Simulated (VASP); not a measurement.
# B in VASP: a series of runs

B is run at these levels: PBE; tasks: single point, relaxation of cell and atoms.

Everything below comes from runs of VASP 6.6.1. Logs are shortened: lines on timing, memory, paths and dates and some standing lists are left out, and cuts for length are marked.

## 1. The cell of the first run

The typed cell holds 8 atoms: a = 4.441 Å, b = 4.441 Å, c = 4.441 Å, α = 100.53°, β = 100.53°, γ = 129.39°.

The cell was built from a structure type or drawn by symmetry, and may not be a known phase.

## 2. Single point, PBE

Contents of INCAR:

```
SYSTEM = B
ALGO     = Normal         ! electronic algorithm
EDIFF    = 1E-6           ! SCF threshold, eV
ENCUT    = 520            ! plane-wave cutoff, eV
GGA      = PE             ! functional
ISIF     = 2              ! what is computed and relaxed
ISMEAR   = 0              ! smearing method
LASPH    = .True.         ! aspherical terms in the spheres
LCHARG   = .True.         ! write CHGCAR
LELF     = .True.         ! ELF
LREAL    = .False.        ! projectors in reciprocal space
LVHAR    = .True.       
LWAVE    = .False.        ! write WAVECAR
NBANDS   = 22             ! bands
NELM     = 100            ! most SCF steps
PREC     = Accurate       ! precision mode
SIGMA    = 0.1            ! smearing width, eV
```

Contents of KPOINTS:

```
k-points
0
Gamma
  6 6 6
  0 0 0
```

Contents of POSCAR:

```
B
1.0
   -2.8391108167      2.8391108167      1.8984209514
    2.8391108167     -2.8391108167      1.8984209514
    2.8391108167      2.8391108167     -1.8984209514
B
8
Direct
    0.7318810839      0.2318879201      0.2138088321
    1.0180790880      0.5180722518      0.7861911679
    0.2318879201      0.7318810839      0.2138088321
    0.4819277482      0.2681189161      0.5000068362
    0.7681120799     -0.0180790880      0.4999931638
    0.5180722518      1.0180790880      0.7861911679
    0.2681189161      0.4819277482      0.5000068362
   -0.0180790880      0.7681120799      0.4999931638
```

Potentials or basis: VASP PAW PBE potentials, release 64 (B).

Started as:

```sh
cat potpaw_PBE.64/B/POTCAR > POTCAR
mpirun -np 1 vasp_std > vasp.out
```

OUTCAR:

```text
SYSTEM = B
   EDIFF = 1E-6
   ENCUT = 520
   GGA = PE
   ISIF = 2
   ISMEAR = 0
   LASPH = .True.
   LREAL = .False.
   NELM = 100
   PREC = Accurate

 ion  position               nearest neighbor table
   1  0.732  0.232  0.214-   6 1.72   5 1.88   4 1.88   8 1.88   7 1.88   3 1.90   3 1.90
   2  0.018  0.518  0.786-   3 1.72   5 1.88   4 1.88   7 1.88   8 1.88   6 1.90   6 1.90
   3  0.232  0.732  0.214-   2 1.72   7 1.88   8 1.88   5 1.88   4 1.88   1 1.90   1 1.90
   4  0.482  0.268  0.500-   7 1.72   1 1.88   2 1.88   6 1.88   3 1.88   8 1.90   8 1.90
   5  0.768  0.982  0.500-   8 1.72   1 1.88   2 1.88   3 1.88   6 1.88   7 1.90   7 1.90
   6  0.518  0.018  0.786-   1 1.72   7 1.88   8 1.88   4 1.88   5 1.88   2 1.90   2 1.90
   7  0.268  0.482  0.500-   4 1.72   3 1.88   6 1.88   2 1.88   1 1.88   5 1.90   5 1.90
   8  0.982  0.768  0.500-   5 1.72   3 1.88   6 1.88   1 1.88   2 1.88   4 1.90   4 1.90

  LATTYP: Found a body centered tetragonal cell.
 ALAT       =     5.6782216334
 C/A-ratio  =     0.6686674364

  Lattice vectors:

 A1 = (  -2.8391108167,   2.8391108167,   1.8984209514)
 A2 = (   2.8391108167,  -2.8391108167,   1.8984209514)
 A3 = (   2.8391108167,   2.8391108167,  -1.8984209514)

Analysis of symmetry for initial positions (statically):
=====================================================================
 Subroutine PRICEL returns:
 Original cell was already a primitive cell.

 Routine SETGRP: Setting up the symmetry group for a
 body centered tetragonal supercell.

 Subroutine GETGRP returns: Found  8 space group operations
 (whereof  8 operations were pure point group operations)
 out of a pool of 16 trial point group operations.

The static configuration has the point symmetry D_2d.

Analysis of symmetry for dynamics (positions and initial velocities):
=====================================================================
 Subroutine PRICEL returns:
 Original cell was already a primitive cell.

 Routine SETGRP: Setting up the symmetry group for a
 body centered tetragonal supercell.

 Subroutine GETGRP returns: Found  8 space group operations
 (whereof  8 operations were pure point group operations)
 out of a pool of 16 trial point group operations.

The dynamic configuration has the point symmetry D_2d.

 Subroutine INISYM returns: Found  8 space group operations
 (whereof  8 operations are pure point group operations),
 and found     1 'primitive' translations

----------------------------------------------------------------------------------------

                                     Primitive cell

  volume of cell :      61.2093

  direct lattice vectors                    reciprocal lattice vectors
    -2.839110817  2.839110817  1.898420951     0.000000000  0.176111477  0.263376781
     2.839110817 -2.839110817  1.898420951     0.176111477  0.000000000  0.263376781
     2.839110817  2.839110817 -1.898420951     0.176111477  0.176111477  0.000000000

  length of vectors
     4.441295145  4.441295145  4.441295145     0.316832103  0.316832103  0.249059240

  position of ions in fractional coordinates (direct lattice)
     0.731881084  0.231887920  0.213808832
     0.018079088  0.518072252  0.786191168
     0.231887920  0.731881084  0.213808832
     0.481927748  0.268118916  0.500006836
     0.768112080  0.981920912  0.499993164
     0.518072252  0.018079088  0.786191168
     0.268118916  0.481927748  0.500006836
     0.981920912  0.768112080  0.499993164

  ion indices of the primitive-cell ions
   primitive index   ion index
                 1           1
                 2           2
                 3           3
                 4           4
                 5           5
                 6           6
                 7           7
                 8           8

----------------------------------------------------------------------------------------

 KPOINTS: k-points

Automatic generation of k-mesh.
 Grid dimensions read from file:
 generate k-points for:    6    6    6

 Generating k-lattice:

  Cartesian coordinates                     Fractional coordinates (reciprocal lattice)
     0.000000000  0.029351913  0.043896130     0.166666667  0.000000000 -0.000000000
     0.029351913  0.000000000  0.043896130     0.000000000  0.166666667 -0.000000000
     0.029351913  0.029351913  0.000000000     0.000000000  0.000000000  0.166666667

  Length of vectors
     0.052805350  0.052805350  0.041509873

  Shift w.r.t. Gamma in fractional coordinates (k-lattice)
     0.000000000  0.000000000  0.000000000

 Subroutine IBZKPT returns following result:
 ===========================================

 Found     30 irreducible k-points:

 Following reciprocal coordinates:
            Coordinates               Weight
  0.000000  0.000000  0.000000      1.000000
  0.166667  0.000000 -0.000000      8.000000
  0.333333  0.000000 -0.000000      8.000000
  0.500000  0.000000 -0.000000      4.000000
  0.166667  0.166667 -0.000000      8.000000
  0.333333  0.166667 -0.000000     16.000000
[... 16 lines left out ...]
 -0.333333 -0.333333  0.166667      8.000000
 -0.166667 -0.333333  0.166667      8.000000
 [... further k-points ...]
   k-points           NKPTS =     30   k-points in BZ     NKDIM =     30   number of bands    NBANDS=     22
   number of dos      NEDOS =    301   number of ions     NIONS =      8
   total plane-waves  NPLWV =  46656
   dimension x,y,z NGX =    36 NGY =   36 NGZ =   36
   dimension x,y,z NGXF=    72 NGYF=   72 NGZF=   72
   ions per type =               8
   NGX,Y,Z   is equivalent  to a cutoff of  13.48, 13.48, 13.48 a.u.
   NGXF,Y,Z  is equivalent  to a cutoff of  26.95, 26.95, 26.95 a.u.
 SYSTEM =  B
   PREC   = accura    normal or accurate (medium, high low for compatibility)
   ISTART =      0    job   : 0-new  1-cont  2-samecut
   ICHARG =      2    charge: 1-file 2-atom 10-const
   ISPIN  =      1    spin polarized calculation?
   LNONCOLLINEAR =      F non collinear calculations
   LSORBIT =      F    spin-orbit coupling
   LASPH  =      T    aspherical Exc in radial PAW
   ENCUT  =  520.0 eV  38.22 Ry    6.18 a.u.   8.26  8.26  8.26*2*pi/ulx,y,z
   NELM   =    100;   NELMIN=  2; NELMDL= -5     # of ELM steps
   EDIFF  = 0.1E-05   stopping-criterion for ELM
   LREAL  =      F    real-space projection
   EDIFFG = 0.1E-04   stopping-criterion for IOM
   NSW    =      0    number of steps for IOM
   IBRION =     -1    ionic relax: 0-MD 1-quasi-New 2-CG
   NFREE  =      0    steps in history (QN), initial steepest desc. (CG)
   ISIF   =      2    stress and relaxation
   ISYM   =      2    0-nonsym 1-usesym 2-fastsym
   POTIM  = 0.5000    time-step for ionic-motion
   TEBEG  =    0.0;   TEEND  =   0.0 temperature during run
   PSTRESS=    0.0 pullay stress
   NELECT =      24.0000    total number of electrons
   NUPDOWN=      -1.0000    fix difference up-down
   EMIN   =  10.00;   EMAX   =-10.00  energy-range for DOS
   EFERMI =   0.00;   METHOD = LEGACY
   ISMEAR =     0;   SIGMA  =   0.10  broadening in eV -4-tet -1-fermi 0-gaus
   EFERMI_NEDOS =   21; number of points for ismear=-14 and -15
   IALGO  =     38    algorithm
   IMIX   =      4    mixing-type and parameters
     AMIX     =   0.40;   BMIX     =  1.00
     AMIX_MAG =   1.60;   BMIX_MAG =  1.00
  volume/ion in A,a.u.               =       7.65        51.63
  Fermi-wavevector in a.u.,A,eV,Ry     =   1.198228  2.264323 19.534574  1.435751
  Thomas-Fermi vector in A             =   2.334123
   LORBIT       =      0    0 simple, 1 ext, 2 COOP (PROOUT), +10 PAW based schemes
   GGA     = PE    functional components
   LHFCALC =     F    Hartree Fock is set to
   AEXX    =    0.0000 exact exchange contribution
   IVDW    =     0    specifies the selected vdW correction
   LEPSILON=     F    determine dielectric tensor
   LRPA    =     F    only Hartree local field effects (RPA)
 non-spin polarized calculation
 Gauss-broadening in eV      SIGMA  =   0.10
  energy-cutoff  :      520.00
  volume of cell :       61.21
 maximum number of plane-waves:      1668
 NGX is ok and might be reduce to    36
   NGX = 17   NGY = 17   NGZ = 17

 number of electron      24.0000000 magnetization

 Free energy of the ion-electron system (eV)
  ---------------------------------------------------
  ext. energy  EPLUGINS =         0.00000000
  ---------------------------------------------------
  free energy    TOTEN  =       -49.94453520 eV

  energy without entropy =      -49.93484281  energy(sigma->0) =      -49.93968900

 E-fermi :   5.5657     XC(G=0): -11.1710

 val. band max:        5.4852361237   @ k =   0.3333   0.3333  -0.0000
 cond. band min:       5.5847223749   @ k =   0.3333   0.3333  -0.0000
 fundamental gap:      0.0994862512
 Fermi energy:         5.5656902782

 k-point     1 :       0.0000    0.0000    0.0000
  band No.  band energies     occupation
      1     -10.7665      2.00000
      2      -2.7003      2.00000
      3      -2.6106      2.00000
      4      -2.6106      2.00000
      5      -2.4060      2.00000
      6      -1.5762      2.00000
[... 14 lines left out ...]
     21      15.5990      0.00000
     22      15.6905      0.00000

 k-point     2 :       0.1667    0.0000   -0.0000
  band No.  band energies     occupation
      1     -10.4807      2.00000
      2      -4.1016      2.00000
      3      -3.4546      2.00000
      4      -3.2526      2.00000
      5      -1.3026      2.00000
      6      -1.2196      2.00000
[... 14 lines left out ...]
     21      15.2856      0.00000
     22      15.4336      0.00000

 k-point     3 :       0.3333    0.0000   -0.0000
  band No.  band energies     occupation
      1      -9.6314      2.00000
      2      -6.3724      2.00000
      3      -3.6786      2.00000
      4      -3.4111      2.00000
      5      -2.4568      2.00000
      6      -2.1872      2.00000
[... 14 lines left out ...]
     21      16.0412      0.00000
     22      16.1095      0.00000
[... 476 lines left out ...]
 k-point    23 :      -0.3333   -0.3333    0.1667
  band No.  band energies     occupation
      1      -8.8390      2.00000
      2      -7.1246      2.00000
      3      -5.3014      2.00000
      4      -4.6063      2.00000
      5      -1.3675      2.00000
      6       0.1926      2.00000
[... 14 lines left out ...]
     21      14.3697      0.00000
     22      14.7079      0.00000

 k-point    24 :      -0.1667   -0.3333    0.1667
  band No.  band energies     occupation
      1      -8.7128      2.00000
      2      -7.6313      2.00000
      3      -4.0619      2.00000
      4      -4.0050      2.00000
      5      -1.9032      2.00000
      6      -1.4816      2.00000
[... 14 lines left out ...]
     21      15.2032      0.00000
     22      15.6934      0.00000

 [... further k-points ...]
[... 5 lines left out ...]
  --------------------------------------------------------------------------------------
  -------------------------------------------------------------------------------------
  Total        0.0078937      0.0078937      0.0172039      0.0000000      0.0000000      0.0000000
  in kB        0.2066215      0.2066215      0.4503186      0.0000000      0.0000000      0.0000000
  external PRESSURE =       0.2878539 kB  Pullay stress =       0.0000000 kB

 VOLUME and BASIS-vectors are now :
 -----------------------------------------------------------------------------
  energy-cutoff  :      520.00
  volume of cell :       61.21
      direct lattice vectors                 reciprocal lattice vectors
    -2.839110817  2.839110817  1.898420951     0.000000000  0.176111477  0.263376781
     2.839110817 -2.839110817  1.898420951     0.176111477  0.000000000  0.263376781
     2.839110817  2.839110817 -1.898420951     0.176111477  0.176111477  0.000000000

 POSITION                                       TOTAL-FORCE (eV/Angst)
 -----------------------------------------------------------------------------------
     -0.81251      2.02656      1.42374         0.002837      0.003084      0.000711
      3.65162      0.81255     -0.47468        -0.002837     -0.003084      0.000711
      2.02656     -0.81251      1.42374         0.003084      0.002837      0.000711
      0.81255      2.02660      0.47468        -0.003084      0.002837     -0.000711
      2.02656      0.81251      2.37310         0.003084     -0.002837     -0.000711
      0.81255      3.65162     -0.47468        -0.003084     -0.002837      0.000711
      2.02660      0.81255      0.47468         0.002837     -0.003084     -0.000711
      0.81251      2.02656      2.37310        -0.002837      0.003084     -0.000711
 -----------------------------------------------------------------------------------
    total drift:                                0.000000      0.000000      0.000000

  FREE ENERGIE OF THE ION-ELECTRON SYSTEM (eV)
  ---------------------------------------------------
  free  energy   TOTEN  =       -49.9445352006 eV

  energy  without entropy=      -49.9348428060  energy(sigma->0) =      -49.93968900
```

Wall time 41 s (1 thread of Intel Xeon 6975P-C (Granite Rapids), shared host); peak memory 0.2 GiB.

What came out:

| Quantity | Value |
| --- | --- |
| Free energy | -49.9445 eV |
| Pressure | 0.0 GPa |
| Largest force | 0.004 eV/Å |
| Band gap on the k mesh | zero (bands 12 and 13 overlap by 0.60 eV) |

Forces on the atoms (eV/Å):
```
B    0.003  0.003  0.001
B   -0.003 -0.003  0.001
B    0.003  0.003  0.001
B   -0.003  0.003 -0.001
B    0.003 -0.003 -0.001
B   -0.003 -0.003  0.001
B    0.003 -0.003 -0.001
B   -0.003  0.003 -0.001
```

(Part 1 of 3 ends here.)
